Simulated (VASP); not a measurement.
# MoS2 (P6_3/mmc) in VASP: notebook

Runs on MoS2. Level: PBE. Tasks: single point.

Program: VASP 6.6.1. These are calculated values, not measurements. Logs are shortened: lines on timing, memory, paths and dates and some standing lists are left out, and cuts for length are marked.

**What was measured.**

From “Multiwavelength excitation Raman Scattering Analysis of bulk and 2 dimensional MoS2: Vibrational properties of atomically thin MoS2 layers”, 2015, arxiv:1506.03228, for a bulk crystal of MoS2 at 300 K: band gap 1.3 eV (indirect).

The runs below are set against these values where they give the same quantity.

## (1) The cell of the first run

The structure is hexagonal, space group P6_3/mmc (No. 194). The conventional cell has a = 3.148 Å, b = 3.148 Å, c = 12.241 Å, α = 90.00°, β = 90.00°, γ = 120.00°. Mo (site symmetry -6m2) has 6 S at 2.39 Å and 6 Mo at 3.15 Å within 3.2 Å. Within 3.2 Å of S (site symmetry 3m) lie 3 Mo at 2.39 Å and 7 S at 3.11 to 3.15 Å.

## (2) Single point, PBE

Contents of INCAR:

```
PREC = Accurate
ENCUT = 520
EDIFF = 1E-6
ISMEAR = 1
SIGMA = 0.133
LREAL = False
LASPH = True
NELM = 60
ALGO = Normal
ISIF = 2
LWAVE = False
LCHARG = False
GGA = PE
NBANDS = 35
```

Contents of KPOINTS:

```
Automatic mesh
0
Gamma
  8 8 2
```

Contents of POSCAR:

```
MoS2
1.0
    3.1477309028      0.0000000000      0.0000000000
   -1.5738654514      2.7260154182      0.0000000000
    0.0000000000      0.0000000000     12.2412860984
Mo S
2 4
Direct
    0.3333333333      0.6666666667      0.2500000000
    0.6666666667      0.3333333333      0.7500000000
    0.3333333333      0.6666666667      0.6230000000
    0.6666666667      0.3333333333      0.1230000000
    0.3333333333      0.6666666667      0.8770000000
    0.6666666667      0.3333333333      0.3770000000
```

Potentials or basis: VASP PAW PBE potentials, release 64 (Mo_sv, S).

Started as:

```bash
$ cat potpaw_PBE.64/Mo_sv/POTCAR potpaw_PBE.64/S/POTCAR > POTCAR
$ mpirun -np 1 vasp_std > vasp.out
```

OUTCAR:

```text
PREC = Accurate
   ENCUT = 520
   EDIFF = 1E-6
   ISMEAR = 1
   LREAL = False
   LASPH = True
   NELM = 60
   ISIF = 2
   GGA = PE

 ion  position               nearest neighbor table
   1  0.333  0.667  0.250-   4 2.39   6 2.39   4 2.39   6 2.39   4 2.39   6 2.39
   2  0.667  0.333  0.750-   3 2.39   5 2.39   3 2.39   5 2.39   3 2.39   5 2.39
   3  0.333  0.667  0.623-   2 2.39   2 2.39   2 2.39
   4  0.667  0.333  0.123-   1 2.39   1 2.39   1 2.39
   5  0.333  0.667  0.877-   2 2.39   2 2.39   2 2.39
   6  0.667  0.333  0.377-   1 2.39   1 2.39   1 2.39

  LATTYP: Found a hexagonal cell.
 ALAT       =     3.1477309028
 C/A-ratio  =     3.8889239507

  Lattice vectors:

 A1 = (   3.1477309028,   0.0000000000,   0.0000000000)
 A2 = (  -1.5738654514,   2.7260154182,   0.0000000000)
 A3 = (   0.0000000000,   0.0000000000,  12.2412860984)

Analysis of symmetry for initial positions (statically):
=====================================================================
 Subroutine PRICEL returns:
 Original cell was already a primitive cell.

 Routine SETGRP: Setting up the symmetry group for a
 hexagonal supercell.

 Subroutine GETGRP returns: Found 24 space group operations
 (whereof 12 operations were pure point group operations)
 out of a pool of 24 trial point group operations.

The static configuration has the point symmetry D_3d.
 The point group associated with its full space group is D_6h.

Analysis of symmetry for dynamics (positions and initial velocities):
=====================================================================
 Subroutine PRICEL returns:
 Original cell was already a primitive cell.

 Routine SETGRP: Setting up the symmetry group for a
 hexagonal supercell.

 Subroutine GETGRP returns: Found 24 space group operations
 (whereof 12 operations were pure point group operations)
 out of a pool of 24 trial point group operations.

The dynamic configuration has the point symmetry D_3d.
 The point group associated with its full space group is D_6h.

 Subroutine INISYM returns: Found 24 space group operations
 (whereof 12 operations are pure point group operations),
 and found     1 'primitive' translations

----------------------------------------------------------------------------------------

                                     Primitive cell

  volume of cell :     105.0396

  direct lattice vectors                    reciprocal lattice vectors
     3.147730903  0.000000000  0.000000000     0.317689164  0.183417891  0.000000000
    -1.573865451  2.726015418  0.000000000     0.000000000  0.366835783  0.000000000
     0.000000000  0.000000000 12.241286098     0.000000000  0.000000000  0.081690763

  length of vectors
     3.147730903  3.147731329 12.241286098     0.366835833  0.366835783  0.081690763

  position of ions in fractional coordinates (direct lattice)
     0.333333333  0.666666667  0.250000000
     0.666666667  0.333333333  0.750000000
     0.333333333  0.666666667  0.623000000
     0.666666667  0.333333333  0.123000000
     0.333333333  0.666666667  0.877000000
     0.666666667  0.333333333  0.377000000

  ion indices of the primitive-cell ions
   primitive index   ion index
                 1           1
                 2           2
                 3           3
                 4           4
                 5           5
                 6           6

----------------------------------------------------------------------------------------

 KPOINTS: Automatic mesh

Automatic generation of k-mesh.
 Grid dimensions read from file:
 generate k-points for:    8    8    2

 Generating k-lattice:

  Cartesian coordinates                     Fractional coordinates (reciprocal lattice)
     0.039711146  0.022927236  0.000000000     0.125000000 -0.000000000  0.000000000
     0.000000000  0.045854473  0.000000000     0.000000000  0.125000000  0.000000000
     0.000000000  0.000000000  0.040845381     0.000000000  0.000000000  0.500000000

  Length of vectors
     0.045854479  0.045854473  0.040845381

  Shift w.r.t. Gamma in fractional coordinates (k-lattice)
     0.000000000  0.000000000  0.000000000

 Subroutine IBZKPT returns following result:
 ===========================================

 Found     20 irreducible k-points:

 Following reciprocal coordinates:
            Coordinates               Weight
  0.000000  0.000000  0.000000      1.000000
  0.125000  0.000000  0.000000      6.000000
  0.250000  0.000000  0.000000      6.000000
  0.375000  0.000000  0.000000      6.000000
  0.500000  0.000000  0.000000      3.000000
  0.125000  0.125000  0.000000      6.000000
[... 12 lines left out ...]
  0.250000  0.250000  0.500000      6.000000
  0.375000  0.250000  0.500000      6.000000
   k-points           NKPTS =     20   k-points in BZ     NKDIM =     20   number of bands    NBANDS=     35
   number of dos      NEDOS =    301   number of ions     NIONS =      6
   total plane-waves  NPLWV =  55296
   dimension x,y,z NGX =    24 NGY =   24 NGZ =   96
   dimension x,y,z NGXF=    48 NGYF=   48 NGZF=  192
   ions per type =               2   4
   NGX,Y,Z   is equivalent  to a cutoff of  12.68, 12.68, 13.04 a.u.
   NGXF,Y,Z  is equivalent  to a cutoff of  25.35, 25.35, 26.08 a.u.
 SYSTEM =  unknown system
   PREC   = accura    normal or accurate (medium, high low for compatibility)
   ISTART =      0    job   : 0-new  1-cont  2-samecut
   ICHARG =      2    charge: 1-file 2-atom 10-const
   ISPIN  =      1    spin polarized calculation?
   LNONCOLLINEAR =      F non collinear calculations
   LSORBIT =      F    spin-orbit coupling
   LASPH  =      T    aspherical Exc in radial PAW
   ENCUT  =  520.0 eV  38.22 Ry    6.18 a.u.   5.85  5.85 22.76*2*pi/ulx,y,z
   NELM   =     60;   NELMIN=  2; NELMDL= -5     # of ELM steps
   EDIFF  = 0.1E-05   stopping-criterion for ELM
   LREAL  =      F    real-space projection
   EDIFFG = 0.1E-04   stopping-criterion for IOM
   NSW    =      0    number of steps for IOM
   IBRION =     -1    ionic relax: 0-MD 1-quasi-New 2-CG
   NFREE  =      0    steps in history (QN), initial steepest desc. (CG)
   ISIF   =      2    stress and relaxation
   ISYM   =      2    0-nonsym 1-usesym 2-fastsym
   POTIM  = 0.5000    time-step for ionic-motion
   TEBEG  =    0.0;   TEEND  =   0.0 temperature during run
   PSTRESS=    0.0 pullay stress
   NELECT =      52.0000    total number of electrons
   NUPDOWN=      -1.0000    fix difference up-down
   EMIN   =  10.00;   EMAX   =-10.00  energy-range for DOS
   EFERMI =   0.00;   METHOD = LEGACY
   ISMEAR =     1;   SIGMA  =   0.13  broadening in eV -4-tet -1-fermi 0-gaus
   EFERMI_NEDOS =   21; number of points for ismear=-14 and -15
   IALGO  =     38    algorithm
   IMIX   =      4    mixing-type and parameters
     AMIX     =   0.40;   BMIX     =  1.00
     AMIX_MAG =   1.60;   BMIX_MAG =  1.00
  volume/ion in A,a.u.               =      17.51       118.14
  Fermi-wavevector in a.u.,A,eV,Ry     =   1.295065  2.447318 22.819607  1.677194
  Thomas-Fermi vector in A             =   2.426608
   LORBIT       =      0    0 simple, 1 ext, 2 COOP (PROOUT), +10 PAW based schemes
   GGA     = PE    functional components
   LHFCALC =     F    Hartree Fock is set to
   AEXX    =    0.0000 exact exchange contribution
   IVDW    =     0    specifies the selected vdW correction
   LEPSILON=     F    determine dielectric tensor
   LRPA    =     F    only Hartree local field effects (RPA)
 non-spin polarized calculation
 Methfessel and Paxton  Order N= 1 SIGMA  =   0.13
  energy-cutoff  :      520.00
  volume of cell :      105.04
 maximum number of plane-waves:      2848
 NGX is ok and might be reduce to    24
   NGX = 11   NGY = 11   NGZ = 45

 number of electron      51.9999999 magnetization

 Free energy of the ion-electron system (eV)
  ---------------------------------------------------
  ext. energy  EPLUGINS =         0.00000000
  ---------------------------------------------------
  free energy    TOTEN  =       -43.56670111 eV

  energy without entropy =      -43.56676264  energy(sigma->0) =      -43.56672162

 E-fermi :   7.8797     XC(G=0): -10.9176

 val. band max:        7.7679126281   @ k =   0.0000   0.0000   0.0000
 cond. band min:       8.7481719943   @ k =   0.2500   0.1250   0.0000
 fundamental gap:      0.9802593661
 Fermi energy:         7.8797173974

 k-point     1 :       0.0000    0.0000    0.0000
  band No.  band energies     occupation
      1     -53.7410      2.00000
      2     -53.7410      2.00000
      3     -27.9101      2.00000
      4     -27.9100      2.00000
      5     -27.6679      2.00000
      6     -27.6679      2.00000
[... 27 lines left out ...]
     34      10.2720     -0.00000
     35      13.4228      0.00000

 k-point     2 :       0.1250    0.0000    0.0000
  band No.  band energies     occupation
      1     -53.7347      2.00000
      2     -53.7346      2.00000
      3     -27.8976      2.00000
      4     -27.8976      2.00000
      5     -27.7309      2.00000
      6     -27.7309      2.00000
[... 27 lines left out ...]
     34      10.3556     -0.00000
     35      14.4557      0.00000

 k-point     3 :       0.2500    0.0000    0.0000
  band No.  band energies     occupation
      1     -53.7192      2.00000
      2     -53.7192      2.00000
      3     -27.8804      2.00000
      4     -27.8804      2.00000
      5     -27.8674      2.00000
      6     -27.8674      2.00000
[... 27 lines left out ...]
     34      11.0936      0.00000
     35      15.2746      0.00000
[... 571 lines left out ...]
 k-point    19 :       0.2500    0.2500    0.5000
  band No.  band energies     occupation
      1     -53.6973      2.00000
      2     -53.6973      2.00000
      3     -28.0094      2.00000
      4     -28.0094      2.00000
      5     -27.8445      2.00000
      6     -27.8445      2.00000
[... 27 lines left out ...]
     34      11.8540      0.00000
     35      14.7948      0.00000

 k-point    20 :       0.3750    0.2500    0.5000
  band No.  band energies     occupation
      1     -53.6928      2.00000
      2     -53.6928      2.00000
      3     -28.0144      2.00000
      4     -28.0144      2.00000
      5     -27.8926      2.00000
      6     -27.8926      2.00000
[... 27 lines left out ...]
     34      11.9699      0.00000
     35      14.3183      0.00000

------------------------ aborting loop because EDIFF is reached ----------------------------------------

  FORCE on cell =-STRESS in cart. coord.  units (eV):
  Direction    XX          YY          ZZ          XY          YZ          ZX
  --------------------------------------------------------------------------------------
  -------------------------------------------------------------------------------------
  Total        3.1554673      3.1554684      3.6215664     -0.0000000      0.0000000      0.0000000
  in kB       48.1306042     48.1306216     55.2400523     -0.0000000      0.0000000      0.0000000
  external PRESSURE =      50.5004261 kB  Pullay stress =       0.0000000 kB

 VOLUME and BASIS-vectors are now :
 -----------------------------------------------------------------------------
  energy-cutoff  :      520.00
  volume of cell :      105.04
      direct lattice vectors                 reciprocal lattice vectors
     3.147730903  0.000000000  0.000000000     0.317689164  0.183417891  0.000000000
    -1.573865451  2.726015418  0.000000000     0.000000000  0.366835783  0.000000000
     0.000000000  0.000000000 12.241286098     0.000000000  0.000000000  0.081690763

 POSITION                                       TOTAL-FORCE (eV/Angst)
 -----------------------------------------------------------------------------------
     -0.00000      1.81734      3.06032         0.000000     -0.000000     -0.000000
      1.57387      0.90867      9.18096        -0.000000      0.000000     -0.000000
     -0.00000      1.81734      7.62632        -0.000000     -0.000000     -0.250331
      1.57387      0.90867      1.50568         0.000000      0.000000     -0.250331
     -0.00000      1.81734     10.73561        -0.000000     -0.000000      0.250331
      1.57387      0.90867      4.61496         0.000000     -0.000000      0.250331
 -----------------------------------------------------------------------------------
    total drift:                                0.000000     -0.000000      0.000000

  FREE ENERGIE OF THE ION-ELECTRON SYSTEM (eV)
  ---------------------------------------------------
  free  energy   TOTEN  =       -43.5667011109 eV

  energy  without entropy=      -43.5667626437  energy(sigma->0) =      -43.56672162
```

Wall time 60 s (1 thread of Intel Xeon Platinum 8175M at 2.50GHz (Skylake/Cascade Lake), shared host); peak memory 0.25 GiB.

What came out:

```
Free energy            : -43.5667 eV
Pressure               : 5.1 GPa
Largest force          : 0.250 eV/Å
Band gap on the k mesh : 0.98 eV, indirect (least direct gap 1.99 eV)
```

Forces on the atoms (eV/Å):
```
Mo   0.000  0.000  0.000
Mo   0.000  0.000  0.000
S    0.000  0.000 -0.250
S    0.000  0.000 -0.250
S    0.000  0.000  0.250
S    0.000  0.000  0.250
```

Caveat: this functional lacks dispersion, which binds the layers, so the pressure and a relaxed spacing across them are unreliable. A k mesh can miss the band edges.

## (3) Single point, PBE

This run uses another cell than the first one, of 17.86 Å³/atom, 1.020 times its volume.

Contents of INCAR:

```
ALGO     = Normal         # electronic algorithm
EDIFF    = 1E-6           # SCF threshold, eV
ENCUT    = 520            # plane-wave cutoff, eV
GGA      = PE             # functional
ISIF     = 2              # what is computed and relaxed
ISMEAR   = 1              # smearing method
LASPH    = True           # aspherical terms in the spheres
LCHARG   = True           # write CHGCAR
LELF     = True           # ELF
LREAL    = False          # projectors in reciprocal space
LVHAR    = True         
LWAVE    = False          # write WAVECAR
NBANDS   = 35             # bands
NELM     = 100            # most SCF steps
PREC     = Accurate       # precision mode
SIGMA    = 0.15           # smearing width, eV
```

Contents of KPOINTS:

```
k-points
0
Gamma
  8 8 2
```

POSCAR: that of step 2 with these lines changed.

```diff
@@ -2,5 +2,5 @@
 1.0
-    3.1477309028      0.0000000000      0.0000000000
-   -1.5738654514      2.7260154182      0.0000000000
-    0.0000000000      0.0000000000     12.2412860984
+    3.1690000000      0.0000000000      0.0000000000
+   -1.5845000000      2.7444350000      0.0000000000
+    0.0000000000      0.0000000000     12.3240000000
 Mo S
```

Potentials or basis: VASP PAW PBE potentials, release 64 (Mo_sv, S).

Started as:

```bash
$ cat potpaw_PBE.64/Mo_sv/POTCAR potpaw_PBE.64/S/POTCAR > POTCAR
$ mpirun -np 1 vasp_std > vasp.out
```

Wall time 61 s (1 thread of Intel Xeon Platinum 8175M at 2.50GHz (Skylake/Cascade Lake), shared host); peak memory 0.24 GiB.

Results (log left out):

| Property | Result |
| --- | --- |
| Free energy | -43.6135 eV |
| Pressure | 1.9 GPa |
| Largest force | 0.078 eV/Å |
| Band gap on the k mesh | 0.99 eV, indirect (least direct gap 1.94 eV) |

Forces in eV/Å, atoms in the order of the input:
```
Mo   0.000  0.000  0.000
Mo   0.000  0.000  0.000
S    0.000  0.000  0.078
S    0.000  0.000  0.078
S    0.000  0.000 -0.078
S    0.000  0.000 -0.078
```

Stress tensor (GPa, compression positive):
```
1.73 0.00 0.00
0.00 1.73 0.00
0.00 0.00 2.09
```

Levels at points of the mesh, in eV from the valence-band top:
| k point | band 22 | band 23 | band 24 | band 25 | band 26 | band 27 | band 28 | band 29 | band 30 | band 31 |
| --- | --- | --- | --- | --- | --- | --- | --- | --- | --- | --- |
| (0.00, 0.00, 0.00) | -2.12 | -2.12 | -1.18 | -1.14 | 0.00 | 2.11 | 2.11 | 2.14 | 2.14 | 2.27 |
| (0.50, 0.00, 0.00) | -2.48 | -1.72 | -1.52 | -1.39 | -1.27 | 1.61 | 1.66 | 2.01 | 2.27 | 2.87 |
| (0.00, 0.00, 0.50) | -2.14 | -2.14 | -2.14 | -0.26 | -0.26 | 2.11 | 2.11 | 2.11 | 2.11 | 2.37 |
| (0.50, 0.00, 0.50) | -2.62 | -1.62 | -1.62 | -1.32 | -1.32 | 1.64 | 1.64 | 2.15 | 2.15 | 3.24 |

Caveat: this functional lacks dispersion, which binds the layers, so the pressure and a relaxed spacing across them are unreliable.

[end of part 1 of 2]
